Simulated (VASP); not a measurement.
Wanted: the native input for a VASP 6.6.1 run.

| Quantity | Value |
| --- | --- |
| Task | single point |
| Functional | PBE |
| Potentials or basis | VASP PAW PBE potentials, release 64 (Al) |
| Cutoff | 520 eV |
| k mesh | 3 × 3 × 3 |
| Occupations | gaussian, width 0.15 eV |
| Spin | no spin polarisation |
| Dipole correction | no |
| Further INCAR settings | LREAL = Auto; ALGO = Normal; EDIFF = 1e-06; NBANDS = 68 |

The structure of Al (a cell with a defect) lies in POSCAR:

```
Al
1.0
    8.1000000000      0.0000000000      0.0000000000
    0.0000000000      8.1000000000      0.0000000000
    0.0000000000      0.0000000000      8.1000000000
Al
31
Direct
    0.7472972840      0.2470164198     -0.0001595062
    0.7463313580     -0.0015824691      0.2464512346
    0.0043812346      0.0020533333     -0.0001518519
    0.4386309877      0.0614279012     -0.0001470370
    0.4980348148      0.4957134568     -0.0001407407
    0.7483913580      0.7517286420     -0.0001516049
    0.2438433333     -0.0026096296      0.2613288889
    0.5026609877      0.2562423457      0.2613177778
    0.7518397531      0.5007885185      0.2506198765
    0.5018044444     -0.0017360494      0.4998485185
    0.7552640741      0.2492858025      0.4998425926
    0.7463169136     -0.0016008642      0.7532311111
    0.0026796296      0.4973969136     -0.0001425926
    0.2530714815      0.7527559259     -0.0001404938
    0.0027335802      0.2501734568      0.2471738272
    0.2499064198      0.4973551852      0.2471956790
    0.5017049383      0.7537590123      0.2464514815
   -0.0069843210     -0.0019106173      0.4998477778
    0.2490041975      0.2510417284      0.4998571605
    0.5019791358      0.5070498765      0.4998576543
    0.7508433333      0.7492313580      0.4998443210
    0.2438208642     -0.0025928395      0.7383870370
    0.5026587654      0.2562327160      0.7383839506
    0.7518158025      0.5008003704      0.7490787654
   -0.0006974074      0.7482477778      0.2506324691
    0.0009054321      0.4991661728      0.4998567901
    0.2508125926      0.7447902469      0.4998702469
    0.0026923457      0.2501748148      0.7525201235
    0.2498945679      0.4973277778      0.7525420988
    0.5016774074      0.7537618519      0.7532585185
   -0.0007070370      0.7482402469      0.7490741975
```

These files were run (other wordings do the same):

INCAR

```
ALGO = Normal
EDIFF = 1E-6
ENCUT = 520
GGA = PE
ISIF = 2
ISMEAR = 0
LASPH = True
LCHARG = False
LREAL = Auto
LWAVE = False
NBANDS = 68
NELM = 80
PREC = Accurate
SIGMA = 0.15
```

KPOINTS

```
k-points
0
Gamma
  3 3 3
```

Potentials or basis: VASP PAW PBE potentials, release 64 (Al).

The run is started by

```console
$ cat potpaw_PBE.64/Al/POTCAR > POTCAR
$ mpirun -np 1 vasp_std > vasp.out
```

It gave:

| Property | Result |
| --- | --- |
| Pressure | -0.9 GPa |
| Largest force | 0.718 eV/Å |
| Band gap on the k mesh | zero (an odd number of electrons rules out a gap without spin polarisation) |

It took 7.6 min on 1 thread of Intel(R) Xeon(R) Platinum 8259CL CPU @ 2.50GHz (Skylake/Cascade Lake) (shared host), peak memory 0.63 GiB.
